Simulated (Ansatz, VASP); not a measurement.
**CoSi2: VASP beside Ansatz**

Contents of INCAR:

```
  ALGO = Normal
  EDIFF = 1E-6
  ENCUT = 600
  GGA = PS
  GGA_COMPAT = False
  ISIF = 2
  ISMEAR = -1
  LASPH = True
  LCHARG = False
  LREAL = False
  LWAVE = False
  NBANDS = 16
  NELM = 120
  PREC = Accurate
  SIGMA = 0.1
```

File KPOINTS:

```
k-points
0
Gamma
  11 11 11
```

File POSCAR:

```
CoSi2
1.0
    0.0000000000      2.5454187223      2.5454187223
    2.5454187223      0.0000000000      2.5454187223
    2.5454187223      2.5454187223      0.0000000000
Co Si
1 2
Direct
    0.0000000000      0.0000000000      0.0000000000
    0.2500000000      0.2500000000      0.2500000000
    0.7500000000      0.7500000000      0.7500000000
```

Input for Ansatz:

```yaml
crystal:
  lattice:
    - [0.0, 2.5454187223, 2.5454187223]
    - [2.5454187223, 0.0, 2.5454187223]
    - [2.5454187223, 2.5454187223, 0.0]
  atoms:
    - { symbol: Co, position: [0.0, 0.0, 0.0] }
    - { symbol: Si, position: [0.25, 0.25, 0.25] }
    - { symbol: Si, position: [0.75, 0.75, 0.75] }
kpoints:
  mp_grid: { grid: [11, 11, 11] }
scf:
  occupations: { method: fermi_dirac, width: 0.1 }
hamiltonian:
  xc: pbesol
  pseudopotentials: { kind: all_electron, datasets: crystal }
output:
  forces: true
  stress: true
  eigenvalues: true
```

Change from the starting cell: volume scaled by 0.88, crystal datasets.

Alike in both runs: task single point; functional PBEsol; k mesh 11 × 11 × 11; occupations fermi-dirac, width 0.1 eV; no spin polarisation.

```csv
,VASP,Ansatz
version,VASP 6.6.1,Ansatz 0.2.0
potentials or method,"VASP PAW PBE potentials, release 64 (Co, Si), cutoff 600 eV","all-electron PAW with datasets made for the crystal, scalar-relativistic"
```

```tsv
	VASP	Ansatz	Ansatz less VASP
pressure (GPa)	33.2	32.9	-0.32
```

VASP's potentials were made for PBE, not for PBEsol. Both programs put the cell under a high pressure, so it lies far from rest at this level. Ansatz ran all-electron here, and VASP with PAW potentials.
